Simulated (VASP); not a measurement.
# LiH (Pm-3m) in VASP: notebook

Runs on LiH. Level: PBE. Tasks: single point.

Program: VASP 6.6.1. These are calculated values, not measurements. Logs are shortened: lines on timing, memory, paths and dates and some standing lists are left out, and cuts for length are marked.

## Step 1: The cell of the first run

It takes space group Pm-3m (No. 221, cubic). The conventional cell has a = 2.459 Å, b = 2.459 Å, c = 2.459 Å, α = 90.00°, β = 90.00°, γ = 90.00°. Li (site symmetry m-3m) has 8 H at 2.13 Å and 6 Li at 2.46 Å within 2.8 Å. H (site symmetry m-3m) has 8 Li at 2.13 Å and 6 H at 2.46 Å within 2.8 Å.

## Step 2: Single point, PBE (volume changed by -5%)

Contents of INCAR:

```
SYSTEM = LiH
PREC = Accurate
ENCUT = 520
EDIFF = 1E-6
ISMEAR = 0
SIGMA = 0.01
LREAL = .FALSE.
LASPH = .TRUE.
NELM = 100
ALGO = Normal
ISIF = 2
LWAVE = .FALSE.
LCHARG = .TRUE.
GGA = PE
LELF = .TRUE.
LVHAR = .TRUE.
NBANDS = 9
```

Contents of KPOINTS:

```
Automatic mesh
0
G
  6 6 6
  0 0 0
```

Contents of POSCAR:

```
LiH
1.0
    2.4592495237      0.0000000000      0.0000000000
    0.0000000000      2.4592495237      0.0000000000
    0.0000000000      0.0000000000      2.4592495237
Li H
1 1
Direct
    0.0000000000      0.0000000000      0.0000000000
    0.5000000000      0.5000000000      0.5000000000
```

Potentials or basis: VASP PAW PBE potentials, release 64 (Li_sv, H).

The run is started by

```sh
$ cat potpaw_PBE.64/Li_sv/POTCAR potpaw_PBE.64/H/POTCAR > POTCAR
$ mpirun -np 1 vasp_std > vasp.out
```

OUTCAR:

```text
SYSTEM = LiH
   PREC = Accurate
   ENCUT = 520
   EDIFF = 1E-6
   ISMEAR = 0
   LREAL = .FALSE.
   LASPH = .TRUE.
   NELM = 100
   ISIF = 2
   GGA = PE

 ion  position               nearest neighbor table
   1  0.000  0.000  0.000-
   2  0.500  0.500  0.500-

  LATTYP: Found a simple cubic cell.
 ALAT       =     2.4592495237

  Lattice vectors:

 A1 = (   2.4592495237,   0.0000000000,   0.0000000000)
 A2 = (   0.0000000000,   2.4592495237,   0.0000000000)
 A3 = (   0.0000000000,   0.0000000000,   2.4592495237)

Analysis of symmetry for initial positions (statically):
=====================================================================
 Subroutine PRICEL returns:
 Original cell was already a primitive cell.

 Routine SETGRP: Setting up the symmetry group for a
 simple cubic supercell.

 Subroutine GETGRP returns: Found 48 space group operations
 (whereof 48 operations were pure point group operations)
 out of a pool of 48 trial point group operations.

The static configuration has the point symmetry O_h .

Analysis of symmetry for dynamics (positions and initial velocities):
=====================================================================
 Subroutine PRICEL returns:
 Original cell was already a primitive cell.

 Routine SETGRP: Setting up the symmetry group for a
 simple cubic supercell.

 Subroutine GETGRP returns: Found 48 space group operations
 (whereof 48 operations were pure point group operations)
 out of a pool of 48 trial point group operations.

The dynamic configuration has the point symmetry O_h .

 Subroutine INISYM returns: Found 48 space group operations
 (whereof 48 operations are pure point group operations),
 and found     1 'primitive' translations

----------------------------------------------------------------------------------------

                                     Primitive cell

  volume of cell :      14.8733

  direct lattice vectors                    reciprocal lattice vectors
     2.459249524  0.000000000  0.000000000     0.406628116  0.000000000  0.000000000
     0.000000000  2.459249524  0.000000000     0.000000000  0.406628116  0.000000000
     0.000000000  0.000000000  2.459249524     0.000000000  0.000000000  0.406628116

  length of vectors
     2.459249524  2.459249524  2.459249524     0.406628116  0.406628116  0.406628116

  position of ions in fractional coordinates (direct lattice)
     0.000000000  0.000000000  0.000000000
     0.500000000  0.500000000  0.500000000

  ion indices of the primitive-cell ions
   primitive index   ion index
                 1           1
                 2           2

----------------------------------------------------------------------------------------

 KPOINTS: Automatic mesh

Automatic generation of k-mesh.
 Grid dimensions read from file:
 generate k-points for:    6    6    6

 Generating k-lattice:

  Cartesian coordinates                     Fractional coordinates (reciprocal lattice)
     0.067771353  0.000000000  0.000000000     0.166666667  0.000000000  0.000000000
     0.000000000  0.067771353  0.000000000     0.000000000  0.166666667  0.000000000
     0.000000000  0.000000000  0.067771353     0.000000000  0.000000000  0.166666667

  Length of vectors
     0.067771353  0.067771353  0.067771353

  Shift w.r.t. Gamma in fractional coordinates (k-lattice)
     0.000000000  0.000000000  0.000000000

 Subroutine IBZKPT returns following result:
 ===========================================

 Found     20 irreducible k-points:

 Following reciprocal coordinates:
            Coordinates               Weight
  0.000000  0.000000  0.000000      1.000000
  0.166667  0.000000  0.000000      6.000000
  0.333333  0.000000  0.000000      6.000000
  0.500000  0.000000  0.000000      3.000000
  0.166667  0.166667  0.000000     12.000000
  0.333333  0.166667  0.000000     24.000000
[... 12 lines left out ...]
  0.500000  0.500000  0.333333      6.000000
  0.500000  0.500000  0.500000      1.000000
   k-points           NKPTS =     20   k-points in BZ     NKDIM =     20   number of bands    NBANDS=      9
   number of dos      NEDOS =    301   number of ions     NIONS =      2
   total plane-waves  NPLWV =   5832
   dimension x,y,z NGX =    18 NGY =   18 NGZ =   18
   dimension x,y,z NGXF=    36 NGYF=   36 NGZF=   36
   ions per type =               1   1
   NGX,Y,Z   is equivalent  to a cutoff of  12.17, 12.17, 12.17 a.u.
   NGXF,Y,Z  is equivalent  to a cutoff of  24.34, 24.34, 24.34 a.u.
 SYSTEM =  LiH
   PREC   = accura    normal or accurate (medium, high low for compatibility)
   ISTART =      0    job   : 0-new  1-cont  2-samecut
   ICHARG =      2    charge: 1-file 2-atom 10-const
   ISPIN  =      1    spin polarized calculation?
   LNONCOLLINEAR =      F non collinear calculations
   LSORBIT =      F    spin-orbit coupling
   LASPH  =      T    aspherical Exc in radial PAW
   ENCUT  =  520.0 eV  38.22 Ry    6.18 a.u.   4.57  4.57  4.57*2*pi/ulx,y,z
   NELM   =    100;   NELMIN=  2; NELMDL= -5     # of ELM steps
   EDIFF  = 0.1E-05   stopping-criterion for ELM
   LREAL  =      F    real-space projection
   EDIFFG = 0.1E-04   stopping-criterion for IOM
   NSW    =      0    number of steps for IOM
   IBRION =     -1    ionic relax: 0-MD 1-quasi-New 2-CG
   NFREE  =      0    steps in history (QN), initial steepest desc. (CG)
   ISIF   =      2    stress and relaxation
   ISYM   =      2    0-nonsym 1-usesym 2-fastsym
   POTIM  = 0.5000    time-step for ionic-motion
   TEBEG  =    0.0;   TEEND  =   0.0 temperature during run
   PSTRESS=    0.0 pullay stress
   NELECT =       4.0000    total number of electrons
   NUPDOWN=      -1.0000    fix difference up-down
   EMIN   =  10.00;   EMAX   =-10.00  energy-range for DOS
   EFERMI =   0.00;   METHOD = LEGACY
   ISMEAR =     0;   SIGMA  =   0.01  broadening in eV -4-tet -1-fermi 0-gaus
   EFERMI_NEDOS =   21; number of points for ismear=-14 and -15
   IALGO  =     38    algorithm
   IMIX   =      4    mixing-type and parameters
     AMIX     =   0.40;   BMIX     =  1.00
     AMIX_MAG =   1.60;   BMIX_MAG =  1.00
  volume/ion in A,a.u.               =       7.44        50.19
  Fermi-wavevector in a.u.,A,eV,Ry     =   1.056717  1.996907 15.192971  1.116652
  Thomas-Fermi vector in A             =   2.191964
   LORBIT       =      0    0 simple, 1 ext, 2 COOP (PROOUT), +10 PAW based schemes
   GGA     = PE    functional components
   LHFCALC =     F    Hartree Fock is set to
   AEXX    =    0.0000 exact exchange contribution
   IVDW    =     0    specifies the selected vdW correction
   LEPSILON=     F    determine dielectric tensor
   LRPA    =     F    only Hartree local field effects (RPA)
 non-spin polarized calculation
 Gauss-broadening in eV      SIGMA  =   0.01
  energy-cutoff  :      520.00
  volume of cell :       14.87
 maximum number of plane-waves:       432
   NGX =  9   NGY =  9   NGZ =  9

 number of electron       4.0000008 magnetization

 Free energy of the ion-electron system (eV)
  ---------------------------------------------------
  ext. energy  EPLUGINS =         0.00000000
  ---------------------------------------------------
  free energy    TOTEN  =        -5.64338427 eV

  energy without entropy =       -5.64338427  energy(sigma->0) =       -5.64338427

 E-fermi :   4.1996     XC(G=0):  -8.8224

 val. band max:        3.9605500596   @ k =   0.5000   0.5000   0.5000
 cond. band min:       4.6645892797   @ k =   0.5000   0.0000   0.0000
 fundamental gap:      0.7040392200
 Fermi energy:         4.1996227026

 k-point     1 :       0.0000    0.0000    0.0000
  band No.  band energies     occupation
      1     -44.3029      2.00000
      2      -5.2272      2.00000
      3      16.1930      0.00000
      4      16.1930      0.00000
      5      16.1930      0.00000
      6      17.1031      0.00000
      7      19.4040      0.00000
      8      19.4040      0.00000
      9      36.6541      0.00000

 k-point     2 :       0.1667    0.0000    0.0000
  band No.  band energies     occupation
      1     -44.2872      2.00000
      2      -4.8104      2.00000
      3      11.1402      0.00000
      4      16.8388      0.00000
      5      16.8388      0.00000
      6      16.9374      0.00000
      7      20.0901      0.00000
      8      25.5779      0.00000
      9      32.9444      0.00000

 k-point     3 :       0.3333    0.0000    0.0000
  band No.  band energies     occupation
      1     -44.2553      2.00000
      2      -3.7357      2.00000
      3       6.5946      0.00000
      4      16.1559      0.00000
      5      18.7033      0.00000
      6      18.7033      0.00000
      7      22.1385      0.00000
      8      27.5175      0.00000
      9      27.5175      0.00000

 k-point     4 :       0.5000    0.0000    0.0000
  band No.  band energies     occupation
      1     -44.2392      2.00000
      2      -2.9686      2.00000
      3       4.6646      0.00000
      4      15.7745      0.00000
      5      20.6572      0.00000
      6      20.6572      0.00000
      7      24.2936      0.00000
      8      24.2936      0.00000
      9      24.9874      0.00000
[... 157 lines left out ...]
 k-point    18 :       0.5000    0.3333    0.3333
  band No.  band energies     occupation
      1     -44.1572      2.00000
      2       1.6185      2.00000
      3       7.0449      0.00000
      4       9.2171      0.00000
      5      11.7896      0.00000
      6      14.2162      0.00000
      7      18.6522      0.00000
      8      20.3596      0.00000
      9      25.7546      0.00000

 k-point    19 :       0.5000    0.5000    0.3333
  band No.  band energies     occupation
      1     -44.1439      2.00000
      2       2.9984      2.00000
      3       8.0385      0.00000
      4       8.0385      0.00000
      5      11.0565      0.00000
      6      15.1082      0.00000
      7      16.6105      0.00000
      8      16.6105      0.00000
      9      25.9497      0.00000

 k-point    20 :       0.5000    0.5000    0.5000
  band No.  band energies     occupation
      1     -44.1314      2.00000
      2       3.9606      2.00000
      3      10.4484      0.00000
      4      10.4484      0.00000
      5      10.4484      0.00000
      6      12.8399      0.00000
      7      12.8399      0.00000
      8      12.8399      0.00000
      9      26.3601      0.00000

------------------------ aborting loop because EDIFF is reached ----------------------------------------

  FORCE on cell =-STRESS in cart. coord.  units (eV):
  Direction    XX          YY          ZZ          XY          YZ          ZX
  --------------------------------------------------------------------------------------
  -------------------------------------------------------------------------------------
  Total        0.2105645      0.2105645      0.2105645     -0.0000000     -0.0000000     -0.0000000
  in kB       22.6823444     22.6823444     22.6823444     -0.0000000     -0.0000000     -0.0000000
  external PRESSURE =      22.6823444 kB  Pullay stress =       0.0000000 kB

 VOLUME and BASIS-vectors are now :
 -----------------------------------------------------------------------------
  energy-cutoff  :      520.00
  volume of cell :       14.87
      direct lattice vectors                 reciprocal lattice vectors
     2.459249524  0.000000000  0.000000000     0.406628116  0.000000000  0.000000000
     0.000000000  2.459249524  0.000000000     0.000000000  0.406628116  0.000000000
     0.000000000  0.000000000  2.459249524     0.000000000  0.000000000  0.406628116

 POSITION                                       TOTAL-FORCE (eV/Angst)
 -----------------------------------------------------------------------------------
      0.00000      0.00000      0.00000         0.000000      0.000000      0.000000
      1.22962      1.22962      1.22962         0.000000      0.000000      0.000000
 -----------------------------------------------------------------------------------
    total drift:                                0.000000     -0.000000     -0.000000

  FREE ENERGIE OF THE ION-ELECTRON SYSTEM (eV)
  ---------------------------------------------------
  free  energy   TOTEN  =        -5.6433842743 eV

  energy  without entropy=       -5.6433842743  energy(sigma->0) =       -5.64338427
```

Wall time 3.4 s (1 thread of AMD EPYC 7R43 (Zen 3), shared host); peak memory 0.08 GiB.

Results:

```
Free energy            : -5.6434 eV
Band gap on the k mesh : 0.70 eV, indirect (least direct gap 4.24 eV)
```

Caveat: the k points lie up to 0.43 Å⁻¹ apart; the cutoff is under 1.25 times the usual one of these potentials, so pressure, stress and relaxed cells hold a basis-set (Pulay) error. A k mesh can miss the band edges.

## Step 3: Single point, PBE (volume changed by -10%)

Contents of INCAR:

```
  PREC = Accurate
  ENCUT = 520
  EDIFF = 1E-6
  ISMEAR = 0
  SIGMA = 0.01
  LREAL = F
  LASPH = T
  NELM = 100
  ALGO = Normal
  ISIF = 2
  LWAVE = F
  LCHARG = F
  GGA = PE
  NBANDS = 9
```

Contents of KPOINTS:

```
regular mesh
0
Gamma
  6 6 6
```

Contents of POSCAR:

```
LiH
1.0
    2.4153249301      0.0000000000      0.0000000000
    0.0000000000      2.4153249301      0.0000000000
    0.0000000000      0.0000000000      2.4153249301
Li H
1 1
Direct
    0.0000000000      0.0000000000      0.0000000000
    0.5000000000      0.5000000000      0.5000000000
```

Potentials or basis: VASP PAW PBE potentials, release 64 (Li_sv, H).

The run is started by

```sh
$ cat potpaw_PBE.64/Li_sv/POTCAR potpaw_PBE.64/H/POTCAR > POTCAR
$ mpirun -np 1 vasp_std > vasp.out
```

Wall time 4.4 s (1 thread of AMD EPYC 7R43 (Zen 3), shared host); peak memory 0.07 GiB.

Results (log left out):

```yaml
Free_energy: -5.6252 eV
Band_gap_on_the_k_mesh: 0.69 eV, indirect (least direct gap 4.28 eV)
```

Levels at points of the mesh, in eV from the valence-band top:
```csv
k point,band 1,band 2,band 3,band 4,band 5
"(0.00, 0.00, 0.00)",-48.40,-9.57,12.53,12.53,12.53
"(0.50, 0.00, 0.00)",-48.33,-7.29,0.69,12.24,17.19
"(0.50, 0.50, 0.00)",-48.26,-2.98,1.30,1.30,9.80
"(0.50, 0.50, 0.50)",-48.20,0.00,6.58,6.58,6.58
```

Caveat: the k points lie up to 0.43 Å⁻¹ apart; the cutoff is under 1.25 times the usual one of these potentials, so pressure, stress and relaxed cells hold a basis-set (Pulay) error. A k mesh can miss the band edges.

## Step 4: Single point, PBE (volume changed by +5%)

Contents of INCAR:

```
SYSTEM = LiH
ALGO = Normal ; EDIFF = 1E-7
ENCUT = 520 ; GGA = PE
ISIF = 2 ; ISMEAR = 0
LASPH = .True. ; LCHARG = .True.
LELF = .True. ; LREAL = .False.
LVHAR = .True. ; LWAVE = .False.
NBANDS = 9 ; NELM = 60
PREC = Accurate ; SIGMA = 0.01
```

Contents of KPOINTS:

```
k-points
0
Gamma
  6 6 6
  0 0 0
```

Contents of POSCAR:

```
LiH
1.0
    2.5426768006      0.0000000000      0.0000000000
    0.0000000000      2.5426768006      0.0000000000
    0.0000000000      0.0000000000      2.5426768006
Li H
1 1
Direct
    0.0000000000      0.0000000000      0.0000000000
    0.5000000000      0.5000000000      0.5000000000
```

The run is started by

```sh
$ cat potpaw_PBE.64/Li_sv/POTCAR potpaw_PBE.64/H/POTCAR > POTCAR
$ mpirun -np 1 vasp_std > vasp.out
```

Wall time 5.5 s (1 thread of AMD EPYC 7R43 (Zen 3), shared host); peak memory 0.08 GiB.

The run converged. Its results:

```yaml
Free_energy: -5.6483 eV
Band_gap_on_the_k_mesh: 0.73 eV, indirect (least direct gap 4.17 eV)
```

Levels at points of the mesh, in eV from the valence-band top:
| k point | band 1 | band 2 | band 3 | band 4 | band 5 |
| --- | --- | --- | --- | --- | --- |
| (0.00, 0.00, 0.00) | -48.06 | -8.52 | 11.69 | 11.69 | 11.69 |
| (0.50, 0.00, 0.00) | -48.01 | -6.30 | 0.73 | 11.06 | 15.81 |
| (0.50, 0.50, 0.00) | -47.97 | -2.55 | 1.62 | 1.62 | 8.80 |
| (0.50, 0.50, 0.50) | -47.93 | 0.00 | 6.32 | 6.32 | 6.32 |

Caveat: the cutoff is under 1.25 times the usual one of these potentials, so pressure, stress and relaxed cells hold a basis-set (Pulay) error. A k mesh can miss the band edges.

(Part 1 of 2 ends here.)
